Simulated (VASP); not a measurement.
# SrSiH6 in VASP: further runs

Runs on SrSiH6. Level: PBEsol. Tasks: single point.

Everything below comes from runs of VASP 6.6.1. Logs are shortened: lines on timing, memory, paths and dates and some standing lists are left out, and cuts for length are marked.

### Step 1. The cell of the first run

The typed cell holds 8 atoms: a = 4.725 Å, b = 4.183 Å, c = 5.561 Å, α = 52.23°, β = 79.98°, γ = 62.02°.

### Step 2. Single point, PBEsol

File INCAR:

```
PREC = Accurate
ENCUT = 520
EDIFF = 1E-6
ISMEAR = -1
SIGMA = 0.05
LREAL = False
LASPH = True
NELM = 60
ALGO = Normal
ISIF = 2
LWAVE = False
LCHARG = False
GGA = PS
NBANDS = 20
```

File KPOINTS:

```
regular mesh
0
Gamma
  4 6 4
```

File POSCAR:

```
SrSiH6
1.0
    4.6766891750     -0.2316467489      0.6301845200
    2.0587816486      3.5640722644      0.7450956111
    0.4614509396      2.7222011599      4.8273292670
Sr Si H
1 1 6
Direct
    0.4990798164     -0.0010674846      0.5044225696
   -0.0008745779     -0.0010807742      0.0044548244
   -0.2318833303      0.3643991321      0.0641337324
    1.2301970762      0.6333863200      0.9447353184
    0.0963936637      0.3761030030      0.7235389523
    0.9019545607      0.6216684075      0.2853045089
    0.2974556203      0.8108045679      0.2387298771
    0.7008781897      0.1869513029      0.7701123715
```

Potentials or basis: VASP PAW PBE potentials, release 64 (Sr_sv, Si, H).

Launch:

```sh
$ cat potpaw_PBE.64/Sr_sv/POTCAR potpaw_PBE.64/Si/POTCAR potpaw_PBE.64/H/POTCAR > POTCAR
$ mpirun -np 1 vasp_std > vasp.out
```

OUTCAR:

```text
PREC = Accurate
   ENCUT = 520
   EDIFF = 1E-6
   ISMEAR = -1
   LREAL = False
   LASPH = True
   NELM = 60
   ISIF = 2
   GGA = PS

 ion  position               nearest neighbor table
   1  0.499  0.999  0.504-   7 2.44   8 2.44   4 2.47   3 2.47   5 2.52   7 2.52   8 2.52   6 2.52
                             4 2.54   3 2.54   6 2.58   5 2.58   2 3.09   2 3.09   2 3.32   2 3.32
   2  0.999  0.999  0.004-   6 1.60   5 1.60   3 1.60   4 1.60   7 1.63   8 1.63   1 3.09   1 3.09
                             1 3.32   1 3.32   1 3.95   1 3.95
   3  0.768  0.364  0.064-   2 1.60   1 2.47   1 2.54
   4  0.230  0.633  0.945-   2 1.60   1 2.47   1 2.54
   5  0.096  0.376  0.724-   2 1.60   1 2.52   1 2.58
   6  0.902  0.622  0.285-   2 1.60   1 2.52   1 2.58
   7  0.297  0.811  0.239-   2 1.63   1 2.44   1 2.52
   8  0.701  0.187  0.770-   2 1.63   1 2.44   1 2.52

  LATTYP: Found a triclinic cell.
 ALAT       =     4.1828651009
 B/A-ratio  =     2.0967556672
 C/A-ratio  =     1.7181898630
 COS(alpha) =     0.0065321855
 COS(beta)  =     0.4164588263
 COS(gamma) =     0.8653350850

  Lattice vectors:

 A1 = (   2.0587816486,   3.5640722644,   0.7450956111)
 A2 = (   2.5202325882,   6.2862734243,   5.5724248781)
 A3 = (   6.2740198840,   0.6102243556,  -3.4520491359)

Analysis of symmetry for initial positions (statically):
=====================================================================
 Subroutine PRICEL returns:
 Original cell was already a primitive cell.

 Routine SETGRP: Setting up the symmetry group for a
 triclinic supercell.

 Subroutine GETGRP returns: Found  1 space group operations
 (whereof  1 operations were pure point group operations)
 out of a pool of  2 trial point group operations.

The static configuration has the point symmetry C_1 .

Analysis of symmetry for dynamics (positions and initial velocities):
=====================================================================
 Subroutine PRICEL returns:
 Original cell was already a primitive cell.

 Routine SETGRP: Setting up the symmetry group for a
 triclinic supercell.

 Subroutine GETGRP returns: Found  1 space group operations
 (whereof  1 operations were pure point group operations)
 out of a pool of  2 trial point group operations.

The dynamic configuration has the point symmetry C_1 .

 Subroutine INISYM returns: Found  1 space group operations
 (whereof  1 operations are pure point group operations),
[... 105 lines left out ...]
   LASPH  =      T    aspherical Exc in radial PAW
   ENCUT  =  520.0 eV  38.22 Ry    6.18 a.u.   8.78  7.78 10.34*2*pi/ulx,y,z
   NELM   =     60;   NELMIN=  2; NELMDL= -5     # of ELM steps
   EDIFF  = 0.1E-05   stopping-criterion for ELM
   LREAL  =      F    real-space projection
   EDIFFG = 0.1E-04   stopping-criterion for IOM
   NSW    =      0    number of steps for IOM
   IBRION =     -1    ionic relax: 0-MD 1-quasi-New 2-CG
   NFREE  =      0    steps in history (QN), initial steepest desc. (CG)
   ISIF   =      2    stress and relaxation
   ISYM   =      2    0-nonsym 1-usesym 2-fastsym
   POTIM  = 0.5000    time-step for ionic-motion
   TEBEG  =    0.0;   TEEND  =   0.0 temperature during run
   PSTRESS=    0.0 pullay stress
   NELECT =      20.0000    total number of electrons
   NUPDOWN=      -1.0000    fix difference up-down
   EMIN   =  10.00;   EMAX   =-10.00  energy-range for DOS
   EFERMI =   0.00;   METHOD = LEGACY
   ISMEAR =    -1;   SIGMA  =   0.05  broadening in eV -4-tet -1-fermi 0-gaus
   EFERMI_NEDOS =   21; number of points for ismear=-14 and -15
   IALGO  =     38    algorithm
   IMIX   =      4    mixing-type and parameters
     AMIX     =   0.40;   BMIX     =  1.00
     AMIX_MAG =   1.60;   BMIX_MAG =  1.00
  volume/ion in A,a.u.               =       9.46        63.85
  Fermi-wavevector in a.u.,A,eV,Ry     =   1.050502  1.985161 15.014769  1.103554
  Thomas-Fermi vector in A             =   2.185508
   LORBIT       =      0    0 simple, 1 ext, 2 COOP (PROOUT), +10 PAW based schemes
   GGA     = PS    functional components
   LHFCALC =     F    Hartree Fock is set to
   AEXX    =    0.0000 exact exchange contribution
   IVDW    =     0    specifies the selected vdW correction
   LEPSILON=     F    determine dielectric tensor
   LRPA    =     F    only Hartree local field effects (RPA)
 non-spin polarized calculation
  energy-cutoff  :      520.00
  volume of cell :       75.69
 maximum number of plane-waves:      2053
   NGX = 17   NGY = 15   NGZ = 21

 number of electron      20.0000000 magnetization

 Free energy of the ion-electron system (eV)
  ---------------------------------------------------
  ext. energy  EPLUGINS =         0.00000000
  ---------------------------------------------------
  free energy    TOTEN  =       -29.04610874 eV

  energy without entropy =      -29.04610873  energy(sigma->0) =      -29.04610873

 E-fermi :   2.7652     XC(G=0):  -9.2711

 val. band max:        2.0365760756   @ k =   0.5000  -0.0000   0.5000
 cond. band min:       3.4890445760   @ k =   0.0000   0.0000   0.0000
 fundamental gap:      1.4524685004
 Fermi energy:         2.7652471860

 k-point     1 :       0.0000    0.0000    0.0000
  band No.  band energies     occupation
      1     -32.3927      2.00000
      2     -14.5296      2.00000
      3     -14.4553      2.00000
      4     -14.3792      2.00000
      5      -8.3804      2.00000
      6      -1.7610      2.00000
[... 541 lines left out ...]
     19      11.4336      0.00000
     20      12.1413      0.00000

 [... further k-points ...]
[... 5 lines left out ...]
  --------------------------------------------------------------------------------------
  -------------------------------------------------------------------------------------
  Total       -0.0114470      0.0572458      0.0288692     -0.0250516     -0.0092666     -0.0103034
  in kB       -0.2422912      1.2116869      0.6110564     -0.5302520     -0.1961401     -0.2180856
  external PRESSURE =       0.5268174 kB  Pullay stress =       0.0000000 kB

 VOLUME and BASIS-vectors are now :
 -----------------------------------------------------------------------------
  energy-cutoff  :      520.00
  volume of cell :       75.69
      direct lattice vectors                 reciprocal lattice vectors
     4.676689175 -0.231646749  0.630184520     0.200498931 -0.126754282  0.052312619
     2.058781649  3.564072264  0.745095611     0.037436368  0.294409012 -0.169600115
     0.461450940  2.722201160  4.827329267    -0.031952450 -0.028894709  0.226502407

 POSITION                                       TOTAL-FORCE (eV/Angst)
 -----------------------------------------------------------------------------------
      4.62339      4.81780      3.49383         0.000107     -0.000537      0.000300
      6.73121      3.34090      1.39543         0.002122     -0.003022     -0.003274
      4.37206      1.29540      1.06516         0.005853      0.003238      0.001821
      2.81651      4.77587      5.17755        -0.006431     -0.001292     -0.000959
      1.55899      3.28775      3.83374         0.000578     -0.000628      0.007360
      5.62969      2.78339      2.40886        -0.002335      0.001351     -0.005993
      3.17054      3.47073      1.94401        -0.001003      0.006595     -0.006180
      4.01805      2.60035      4.29857         0.001108     -0.005705      0.006924
 -----------------------------------------------------------------------------------
    total drift:                               -0.000017      0.000021     -0.000007

  FREE ENERGIE OF THE ION-ELECTRON SYSTEM (eV)
  ---------------------------------------------------
  free  energy   TOTEN  =       -29.0461087434 eV

  energy  without entropy=      -29.0461087264  energy(sigma->0) =      -29.04610873
```

OSZICAR:

```text
N       E                     dE             d eps       ncg     rms          rms(c)
DAV:   1     0.554435845176E+02    0.55444E+02   -0.88676E+03  2080   0.855E+02
DAV:   2    -0.264733740669E+02   -0.81917E+02   -0.79620E+02  2736   0.183E+02
DAV:   3    -0.304113504075E+02   -0.39380E+01   -0.39203E+01  3224   0.333E+01
DAV:   4    -0.304732855426E+02   -0.61935E-01   -0.61886E-01  2832   0.333E+00
DAV:   5    -0.304741959628E+02   -0.91042E-03   -0.91034E-03  2864   0.366E-01    0.172E+01
DAV:   6    -0.294258560581E+02    0.10483E+01   -0.57331E-01  2600   0.358E+00    0.104E+01
DAV:   7    -0.290431906480E+02    0.38267E+00   -0.11555E+00  2636   0.511E+00    0.237E+00
DAV:   8    -0.290487948396E+02   -0.56042E-02   -0.95641E-02  2564   0.145E+00    0.285E+00
DAV:   9    -0.290533707769E+02   -0.45759E-02   -0.37248E-03  2700   0.290E-01    0.201E+00
DAV:  10    -0.290530904839E+02    0.28029E-03   -0.67348E-02  2428   0.137E+00    0.710E+00
DAV:  11    -0.290471645419E+02    0.59259E-02   -0.10050E-02  2276   0.609E-01    0.285E+00
DAV:  12    -0.290465611867E+02    0.60336E-03   -0.14573E-03  3412   0.198E-01    0.190E+00
DAV:  13    -0.290463391712E+02    0.22202E-03   -0.14606E-04  3156   0.675E-02    0.132E+00
DAV:  14    -0.290461019288E+02    0.23724E-03   -0.85288E-04  2844   0.162E-01    0.170E-01
DAV:  15    -0.290461088820E+02   -0.69531E-05   -0.62711E-05  2924   0.393E-02    0.130E-01
DAV:  16    -0.290461090468E+02   -0.16488E-06   -0.14089E-05  2848   0.217E-02    0.312E-02
DAV:  17    -0.290461087434E+02    0.30344E-06   -0.14618E-06  2244   0.618E-03
   1 F= -.29046109E+02 E0= -.29046109E+02  d E =-.169481E-07
```

It took 1.7 min on 1 thread of Oxide Virtual Turin-like, shared host; peak memory 0.21 GiB.

Results:

```
Free energy            : -29.0461 eV
Pressure               : 0.1 GPa
Largest force          : 0.009 eV/Å
Band gap on the k mesh : 1.45 eV (least direct gap 3.08 eV)
```

Forces on the atoms (eV/Å):
```
Sr   0.000 -0.001  0.000
Si   0.002 -0.003 -0.003
H    0.006  0.003  0.002
H   -0.006 -0.001 -0.001
H    0.001 -0.001  0.007
H   -0.002  0.001 -0.006
H   -0.001  0.007 -0.006
H    0.001 -0.006  0.007
```

Caveat: the PAW data sets were made with another functional, which shifts forces and pressure a little. A k mesh can miss the band edges.

### Step 3. Single point, PBEsol

File INCAR:

```
PREC     = Accurate       # precision mode
ENCUT    = 520            # plane-wave cutoff, eV
EDIFF    = 1E-6           # SCF threshold, eV
ISMEAR   = -1             # smearing method
SIGMA    = 0.03           # smearing width, eV
LREAL    = False          # projectors in reciprocal space
LASPH    = True           # aspherical terms in the spheres
NELM     = 100            # most SCF steps
ALGO     = Normal         # electronic algorithm
ISIF     = 2              # what is computed and relaxed
LWAVE    = False          # write WAVECAR
LCHARG   = True           # write CHGCAR
GGA      = PS             # functional
LELF     = True           # ELF
LVHAR    = True         
NBANDS   = 20             # bands
```

File KPOINTS:

```
regular mesh
0
Gamma
  6 6 4
```

File POSCAR:

```
SrSiH6
1.0
    4.6866446598     -0.2256669091      0.6245463565
    2.0679526824      3.5672263897      0.7379682159
    0.4614557695      2.7184670645      4.8164520026
Sr Si H
1 1 6
Direct
    0.5000000000      0.0000000000      0.5000000000
    0.0000000000      0.0000000000      0.0000000000
   -0.2313220393      0.3656929117      0.0599549530
    1.2313220393      0.6343070883      0.9400450470
    0.0974835306      0.3753460186      0.7199703708
    0.9025164694      0.6246539814      0.2800296292
    0.2978637291      0.8106775467      0.2356623319
    0.7021362709      0.1893224533      0.7643376681
```

Potentials or basis: VASP PAW PBE potentials, release 64 (Sr_sv, Si, H).

Launch:

```sh
$ cat potpaw_PBE.64/Sr_sv/POTCAR potpaw_PBE.64/Si/POTCAR potpaw_PBE.64/H/POTCAR > POTCAR
$ mpirun -np 1 vasp_std > vasp.out
```

OUTCAR:

```text
PREC = Accurate
   ENCUT = 520
   EDIFF = 1E-6
   ISMEAR = -1
   LREAL = False
   LASPH = True
   NELM = 100
   ISIF = 2
   GGA = PS

 ion  position               nearest neighbor table
   1  0.500  0.000  0.500-   7 2.44   8 2.44   4 2.47   3 2.47   6 2.51   5 2.51   8 2.51   7 2.51
                             3 2.54   4 2.54   5 2.58   6 2.58   2 3.09   2 3.09   2 3.32   2 3.32
   2  0.000  0.000  0.000-   5 1.60   6 1.60   3 1.60   4 1.60   7 1.63   8 1.63   1 3.09   1 3.09
                             1 3.32   1 3.32   1 3.95   1 3.95
   3  0.769  0.366  0.060-   2 1.60   1 2.47   1 2.54
   4  0.231  0.634  0.940-   2 1.60   1 2.47   1 2.54
   5  0.097  0.375  0.720-   2 1.60   1 2.51   1 2.58
   6  0.903  0.625  0.280-   2 1.60   1 2.51   1 2.58
   7  0.298  0.811  0.236-   2 1.63   1 2.44   1 2.51
   8  0.702  0.189  0.764-   2 1.63   1 2.44   1 2.51

  LATTYP: Found a triclinic cell.
 ALAT       =     4.1888100339
 B/A-ratio  =     2.0915835362
 C/A-ratio  =     1.7202168445
 COS(alpha) =     0.0102941168
 COS(beta)  =     0.4203582365
 COS(gamma) =     0.8652008207

  Lattice vectors:

 A1 = (   2.0679526824,   3.5672263897,   0.7379682159)
[... 187 lines left out ...]

 E-fermi :   2.6326     XC(G=0):  -9.2650

 val. band max:        2.0299053443   @ k =   0.5000  -0.0000   0.5000
 cond. band min:       3.4874963808   @ k =   0.0000   0.0000   0.0000
 fundamental gap:      1.4575910366
 Fermi energy:         2.6326269160

 k-point     1 :       0.0000    0.0000    0.0000
  band No.  band energies     occupation
      1     -32.3994      2.00000
      2     -14.5363      2.00000
      3     -14.4620      2.00000
      4     -14.3865      2.00000
      5      -8.3841      2.00000
      6      -1.7696      2.00000
[... 541 lines left out ...]
     19      11.2242      0.00000
     20      11.6469      0.00000

 [... further k-points ...]
[... 5 lines left out ...]
  --------------------------------------------------------------------------------------
  -------------------------------------------------------------------------------------
  Total       -0.0059610      0.0432554      0.0421138     -0.0238821     -0.0185300     -0.0065431
  in kB       -0.1260386      0.9145909      0.8904537     -0.5049615     -0.3917982     -0.1383467
  external PRESSURE =       0.5596687 kB  Pullay stress =       0.0000000 kB

 VOLUME and BASIS-vectors are now :
 -----------------------------------------------------------------------------
  energy-cutoff  :      520.00
  volume of cell :       75.77
      direct lattice vectors                 reciprocal lattice vectors
     4.686644660 -0.225666909  0.624546357     0.200267875 -0.126950800  0.052465342
     2.067952682  3.567226390  0.737968216     0.036750044  0.294092975 -0.169510791
     0.461455770  2.718467064  4.816452003    -0.031599388 -0.028598771  0.226790703

 POSITION                                       TOTAL-FORCE (eV/Angst)
 -----------------------------------------------------------------------------------
      2.57405      1.24640      2.72050        -0.000000      0.000000      0.000000
      0.00000      0.00000      0.00000        -0.000000      0.000000      0.000000
      4.38642      1.29403      1.03871         0.005595     -0.001780      0.002058
      2.82963      4.76600      5.14025        -0.005595      0.001780     -0.002058
      1.56530      3.27416      3.80558         0.001321      0.001397      0.005160
      5.65075      2.78587      2.37339        -0.001321     -0.001397     -0.005160
      3.18117      3.46529      1.91934        -0.000250      0.004854     -0.006393
      4.03488      2.59473      4.25963         0.000250     -0.004854      0.006393
 -----------------------------------------------------------------------------------
    total drift:                                0.000000      0.000000      0.000000

  FREE ENERGIE OF THE ION-ELECTRON SYSTEM (eV)
  ---------------------------------------------------
  free  energy   TOTEN  =       -29.0459139428 eV

  energy  without entropy=      -29.0459139428  energy(sigma->0) =      -29.04591394
```

OSZICAR:

```text
N       E                     dE             d eps       ncg     rms          rms(c)
DAV:   1     0.551235901694E+02    0.55124E+02   -0.87913E+03  3040   0.852E+02
DAV:   2    -0.263162497763E+02   -0.81440E+02   -0.78686E+02  3988   0.181E+02
DAV:   3    -0.304171248851E+02   -0.41009E+01   -0.40827E+01  4784   0.339E+01
DAV:   4    -0.304755510655E+02   -0.58426E-01   -0.58379E-01  4196   0.329E+00
DAV:   5    -0.304763596994E+02   -0.80863E-03   -0.80860E-03  4172   0.351E-01    0.172E+01
DAV:   6    -0.294263288305E+02    0.10500E+01   -0.57054E-01  3772   0.358E+00    0.104E+01
DAV:   7    -0.290429333966E+02    0.38340E+00   -0.11527E+00  3856   0.511E+00    0.237E+00
DAV:   8    -0.290485337858E+02   -0.56004E-02   -0.96266E-02  3756   0.146E+00    0.283E+00
DAV:   9    -0.290531758406E+02   -0.46421E-02   -0.38602E-03  3900   0.297E-01    0.196E+00
DAV:  10    -0.290521396172E+02    0.10362E-02   -0.63464E-02  3548   0.132E+00    0.665E+00
DAV:  11    -0.290469161530E+02    0.52235E-02   -0.89323E-03  3316   0.574E-01    0.274E+00
DAV:  12    -0.290463719847E+02    0.54417E-03   -0.12386E-03  4976   0.183E-01    0.188E+00
DAV:  13    -0.290461542897E+02    0.21769E-03   -0.13597E-04  4504   0.653E-02    0.133E+00
DAV:  14    -0.290459063148E+02    0.24797E-03   -0.89234E-04  4080   0.167E-01    0.174E-01
DAV:  15    -0.290459142422E+02   -0.79274E-05   -0.72206E-05  4320   0.412E-02    0.132E-01
DAV:  16    -0.290459142874E+02   -0.45164E-07   -0.14469E-05  4108   0.220E-02    0.239E-02
DAV:  17    -0.290459139428E+02    0.34455E-06   -0.19052E-06  3300   0.688E-03
   1 F= -.29045914E+02 E0= -.29045914E+02  d E =-.195755E-10
```

stdout:

```text
POSCAR found type information on POSCAR SrSiH
 POSCAR found :  3 types and       8 ions
 scaLAPACK will be used
 -----------------------------------------------------------------------------
|                                                                             |
|                                                                             |
|     You enforced a specific xc type in the INCAR file but a different       |
|     I HOPE YOU KNOW WHAT YOU ARE DOING!                                     |
|                                                                             |
 -----------------------------------------------------------------------------

 LDA part: xc-table for (Slater+PW92), standard interpolation
 POSCAR, INCAR and KPOINTS ok, starting setup
 FFT: planning ... GRIDC
 FFT: planning ... GRID_SOFT
 FFT: planning ... GRID
 WAVECAR not read
 entering main loop
```

Wall time 2.7 min (1 thread of Oxide Virtual Turin-like, shared host); peak memory 0.25 GiB.

What came out:

- Free energy: -29.0459 eV
- Pressure: 0.1 GPa
- Largest force: 0.008 eV/Å
- Band gap on the k mesh: 1.46 eV (least direct gap 3.05 eV)

Forces in eV/Å, atoms in the order of the input:
```
Sr   0.000  0.000  0.000
Si   0.000  0.000  0.000
H    0.006 -0.002  0.002
H   -0.006  0.002 -0.002
H    0.001  0.001  0.005
H   -0.001 -0.001 -0.005
H    0.000  0.005 -0.006
H    0.000 -0.005  0.006
```

Stress tensor (GPa, compression positive):
```
-0.01 -0.05 -0.01
-0.05  0.09 -0.04
-0.01 -0.04  0.09
```

Caveat: the PAW data sets were made with another functional, which shifts forces and pressure a little.
